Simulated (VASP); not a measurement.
# Cu in VASP: notebook, part 3 of 3

VASP 6.6.1. Earlier steps stand in the parts before.

**6. Electric field gradients, PBEsol (volume scaled by 0.94)**

The input, INCAR:

```
SYSTEM = Cu
PREC = Accurate ; ENCUT = 520
EDIFF = 1E-8 ; ISMEAR = -1
SIGMA = 0.03 ; LREAL = .FALSE.
LASPH = .TRUE. ; NELM = 80
ALGO = Normal ; ISIF = 2
LWAVE = .FALSE. ; LCHARG = .FALSE.
GGA = PS ; LEFG = .TRUE.
NBANDS = 12
```

The input, KPOINTS:

```
Automatic mesh
0
G
  17 17 17
  0 0 0
```

The input, POSCAR:

```
Cu
1.0
    0.0000000000      1.7706018915      1.7706018915
    1.7706018915      0.0000000000      1.7706018915
    1.7706018915      1.7706018915      0.0000000000
Cu
1
Direct
    0.0000000000      0.0000000000      0.0000000000
```

Potentials or basis: VASP PAW PBE potentials, release 64 (Cu).

The run is started by

```bash
$ cat potpaw_PBE.64/Cu/POTCAR > POTCAR
$ mpirun -np 1 vasp_std > vasp.out
```

OUTCAR:

```text
SYSTEM = Cu
   PREC = Accurate
   ENCUT = 520
   EDIFF = 1E-8
   ISMEAR = -1
   LREAL = .FALSE.
   LASPH = .TRUE.
   NELM = 80
   ISIF = 2
   GGA = PS

 ion  position               nearest neighbor table
   1  0.000  0.000  0.000-

  LATTYP: Found a face centered cubic cell.
 ALAT       =     3.5412037830

  Lattice vectors:

 A1 = (   0.0000000000,   1.7706018915,   1.7706018915)
 A2 = (   1.7706018915,   0.0000000000,   1.7706018915)
 A3 = (   1.7706018915,   1.7706018915,   0.0000000000)

Analysis of symmetry for initial positions (statically):
=====================================================================
 Subroutine PRICEL returns:
 Original cell was already a primitive cell.

 Routine SETGRP: Setting up the symmetry group for a
 face centered cubic supercell.

 Subroutine GETGRP returns: Found 48 space group operations
 (whereof 48 operations were pure point group operations)
 out of a pool of 48 trial point group operations.

The static configuration has the point symmetry O_h .

Analysis of symmetry for dynamics (positions and initial velocities):
=====================================================================
 Subroutine PRICEL returns:
 Original cell was already a primitive cell.

 Routine SETGRP: Setting up the symmetry group for a
 face centered cubic supercell.

 Subroutine GETGRP returns: Found 48 space group operations
 (whereof 48 operations were pure point group operations)
 out of a pool of 48 trial point group operations.

The dynamic configuration has the point symmetry O_h .

 Subroutine INISYM returns: Found 48 space group operations
 (whereof 48 operations are pure point group operations),
 and found     1 'primitive' translations

----------------------------------------------------------------------------------------

                                     Primitive cell

  volume of cell :      11.1018

  direct lattice vectors                    reciprocal lattice vectors
     0.000000000  1.770601891  1.770601891    -0.282389849  0.282389849  0.282389849
     1.770601891  0.000000000  1.770601891     0.282389849 -0.282389849  0.282389849
     1.770601891  1.770601891  0.000000000     0.282389849  0.282389849 -0.282389849

  length of vectors
     2.504009209  2.504009209  2.504009209     0.489113565  0.489113565  0.489113565

  position of ions in fractional coordinates (direct lattice)
     0.000000000  0.000000000  0.000000000

  ion indices of the primitive-cell ions
   primitive index   ion index
                 1           1

----------------------------------------------------------------------------------------

 KPOINTS: Automatic mesh

Automatic generation of k-mesh.
 Grid dimensions read from file:
 generate k-points for:   17   17   17

 Generating k-lattice:

  Cartesian coordinates                     Fractional coordinates (reciprocal lattice)
    -0.016611168  0.016611168  0.016611168     0.058823529  0.000000000  0.000000000
     0.016611168 -0.016611168  0.016611168     0.000000000  0.058823529  0.000000000
[... 67 lines left out ...]
   TEBEG  =    0.0;   TEEND  =   0.0 temperature during run
   PSTRESS=    0.0 pullay stress
   NELECT =      11.0000    total number of electrons
   NUPDOWN=      -1.0000    fix difference up-down
   EMIN   =  10.00;   EMAX   =-10.00  energy-range for DOS
   EFERMI =   0.00;   METHOD = LEGACY
   ISMEAR =    -1;   SIGMA  =   0.03  broadening in eV -4-tet -1-fermi 0-gaus
   EFERMI_NEDOS =   21; number of points for ismear=-14 and -15
   IALGO  =     38    algorithm
   IMIX   =      4    mixing-type and parameters
     AMIX     =   0.40;   BMIX     =  1.00
     AMIX_MAG =   1.60;   BMIX_MAG =  1.00
  volume/ion in A,a.u.               =      11.10        74.92
  Fermi-wavevector in a.u.,A,eV,Ry     =   1.632080  3.084184 36.241641  2.663685
  Thomas-Fermi vector in A             =   2.724110
   LORBIT       =      0    0 simple, 1 ext, 2 COOP (PROOUT), +10 PAW based schemes
   GGA     = PS    functional components
   LHFCALC =     F    Hartree Fock is set to
   AEXX    =    0.0000 exact exchange contribution
   IVDW    =     0    specifies the selected vdW correction
   LEPSILON=     F    determine dielectric tensor
   LRPA    =     F    only Hartree local field effects (RPA)
 non-spin polarized calculation
  energy-cutoff  :      520.00
  volume of cell :       11.10
 maximum number of plane-waves:       310
   NGX =  9   NGY =  9   NGZ =  9

 number of electron      11.0000009 magnetization

 Free energy of the ion-electron system (eV)
  ---------------------------------------------------
  ext. energy  EPLUGINS =         0.00000000
  ---------------------------------------------------
  free energy    TOTEN  =        -4.30521991 eV

  energy without entropy =       -4.30443935  energy(sigma->0) =       -4.30482963

 E-fermi :   8.2883     XC(G=0): -13.2740

 val. band max:        8.1333681475   @ k =   0.4706   0.1765   0.0000
 cond. band min:       8.3128199784   @ k =  -0.3529   0.1765   0.0000
 fundamental gap:      0.1794518309
 Fermi energy:         8.2882683296

 k-point     1 :       0.0000    0.0000    0.0000
  band No.  band energies     occupation
      1      -1.6825      2.00000
      2       4.9576      2.00000
      3       4.9576      2.00000
      4       4.9576      2.00000
      5       5.8727      2.00000
      6       5.8727      2.00000
      7      31.2664      0.00000
      8      34.3661      0.00000
      9      34.3661      0.00000
     10      34.3661      0.00000
     11      36.9066      0.00000
     12      36.9066      0.00000
[... 331 lines left out ...]
 k-point    24 :      -0.1176    0.0588    0.0000
  band No.  band energies     occupation
      1      -0.8619      2.00000
      2       4.7762      2.00000
      3       5.1010      2.00000
      4       5.1049      2.00000
      5       5.7541      2.00000
      6       5.9124      2.00000
      7      27.0728      0.00000
      8      29.7087      0.00000
      9      33.3151      0.00000
     10      34.8372      0.00000
     11      37.2924      0.00000
     12      37.8304      0.00000

 [... further k-points ...]
[... 5 lines left out ...]
  --------------------------------------------------------------------------------------
  -------------------------------------------------------------------------------------
  Total        0.2663810      0.2663810      0.2663810     -0.0000000     -0.0000000      0.0000000
  in kB       38.4433359     38.4433359     38.4433359     -0.0000000     -0.0000000      0.0000000
  external PRESSURE =      38.4433359 kB  Pullay stress =       0.0000000 kB

 VOLUME and BASIS-vectors are now :
 -----------------------------------------------------------------------------
  energy-cutoff  :      520.00
  volume of cell :       11.10
      direct lattice vectors                 reciprocal lattice vectors
     0.000000000  1.770601891  1.770601891    -0.282389849  0.282389849  0.282389849
     1.770601891  0.000000000  1.770601891     0.282389849 -0.282389849  0.282389849
     1.770601891  1.770601891  0.000000000     0.282389849  0.282389849 -0.282389849

 POSITION                                       TOTAL-FORCE (eV/Angst)
 -----------------------------------------------------------------------------------
      0.00000      0.00000      0.00000         0.000000      0.000000      0.000000
 -----------------------------------------------------------------------------------
    total drift:                                0.000000     -0.000000      0.000000

  FREE ENERGIE OF THE ION-ELECTRON SYSTEM (eV)
  ---------------------------------------------------
  free  energy   TOTEN  =        -4.3052199086 eV

  energy  without entropy=       -4.3044393494  energy(sigma->0) =       -4.30482963

 Electric field gradients (V/A^2)
---------------------------------------------------------------------
 ion       V_xx      V_yy      V_zz      V_xy      V_xz      V_yz
---------------------------------------------------------------------
   1      -0.000     0.000     0.000     0.002     0.002     0.002
---------------------------------------------------------------------

 Electric field gradients after diagonalization (V/A^2)
 (convention: |V_zz| > |V_xx| > |V_yy|)
----------------------------------------------------------------------
 ion       V_xx      V_yy      V_zz     asymmetry (V_yy - V_xx)/ V_zz
----------------------------------------------------------------------
   1      -0.002    -0.002     0.003       0.000
----------------------------------------------------------------------

           NMR quadrupolar parameters

 Cq : quadrupolar parameter    Cq=e*Q*V_zz/h
 eta: asymmetry parameters     (V_yy - V_xx)/ V_zz
 Q  : nuclear electric quadrupole moment in mb (millibarn)
----------------------------------------------------------------------
 ion       Cq(MHz)       eta       Q (mb)
----------------------------------------------------------------------
   1       0.000       0.000       1.000
----------------------------------------------------------------------
```

OSZICAR:

```text
N       E                     dE             d eps       ncg     rms          rms(c)
DAV:   1     0.412231716807E+02    0.41223E+02   -0.54343E+03  4484   0.157E+03
DAV:   2    -0.415266688309E+01   -0.45376E+02   -0.42037E+02  4036   0.205E+02
DAV:   3    -0.540599261875E+01   -0.12533E+01   -0.12473E+01  4680   0.392E+01
DAV:   4    -0.541327612878E+01   -0.72835E-02   -0.72824E-02  4496   0.264E+00
DAV:   5    -0.541333858727E+01   -0.62458E-04   -0.62458E-04  4696   0.249E-01    0.845E+00
DAV:   6    -0.471192960566E+01    0.70141E+00   -0.16596E+01  4768   0.784E+01    0.399E+00
DAV:   7    -0.432125431635E+01    0.39068E+00   -0.24513E+00  4776   0.299E+01    0.637E-01
DAV:   8    -0.430662379311E+01    0.14631E-01   -0.54256E-03  4912   0.894E-01    0.276E-01
DAV:   9    -0.430520961377E+01    0.14142E-02   -0.72732E-03  5064   0.146E+00    0.192E-02
DAV:  10    -0.430521913813E+01   -0.95244E-05   -0.20277E-05  4792   0.651E-02    0.782E-03
DAV:  11    -0.430521980707E+01   -0.66895E-06   -0.12865E-06  4904   0.226E-02    0.172E-04
DAV:  12    -0.430521987647E+01   -0.69391E-07   -0.10020E-08  3252   0.107E-03    0.837E-05
DAV:  13    -0.430521990281E+01   -0.26349E-07   -0.12949E-09  2788   0.331E-04    0.341E-05
DAV:  14    -0.430521990859E+01   -0.57776E-08   -0.19310E-10  2380   0.254E-04
   1 F= -.43052199E+01 E0= -.43048296E+01  d E =-.780559E-03
```

stdout:

```text
POSCAR found type information on POSCAR Cu
 POSCAR found :  1 types and       1 ions
 scaLAPACK will be used
 -----------------------------------------------------------------------------
|                                                                             |
|                                                                             |
|     You enforced a specific xc type in the INCAR file but a different       |
|     I HOPE YOU KNOW WHAT YOU ARE DOING!                                     |
|                                                                             |
 -----------------------------------------------------------------------------

 LDA part: xc-table for (Slater+PW92), standard interpolation
 POSCAR, INCAR and KPOINTS ok, starting setup
 FFT: planning ... GRIDC
 FFT: planning ... GRID_SOFT
 FFT: planning ... GRID
 WAVECAR not read
 entering main loop
ion   1
```

It took 59 s on 1 thread of Intel Xeon 8259CL, shared host; peak memory 0.14 GiB.

What came out:

```
Free energy : -4.3052 eV
Pressure    : 3.8 GPa
```

Caveat: without QUAD_EFG the Cq values of the log hold for a quadrupole moment of 1 mb, not for the nuclei; the PAW data sets were made with another functional, which shifts forces and pressure a little.

**7. Overview**

```tsv
cell	gap on the mesh (eV)	pressure (GPa)
a = 2.531, b = 2.531, c = 2.505 Å, angles 60.3, 60.3, 59.3°, 1 atom	none	0.1
a = 2.543, b = 2.543, c = 2.556 Å, angles 59.8, 59.8, 60.3°, 1 atom	none	-4.6
a = 2.582, b = 2.582, c = 2.556 Å, angles 60.3, 60.3, 59.3°, 1 atom	none	-8.5
a = 2.504 Å, angles 60.0°, 1 atom	none	3.8
```

Alike in all rows: task electric field gradients; level PBEsol; potentials or basis VASP PAW PBE potentials, release 64 (Cu); no spin polarisation; k mesh 17 × 17 × 17; cutoff (eV) 520; smearing fermi-dirac 0.03 eV.

Caveats: the PAW data sets were made with another functional, which shifts forces and pressure a little.

Total energies depend on the potentials used, so only differences within one code and one set of settings carry meaning.
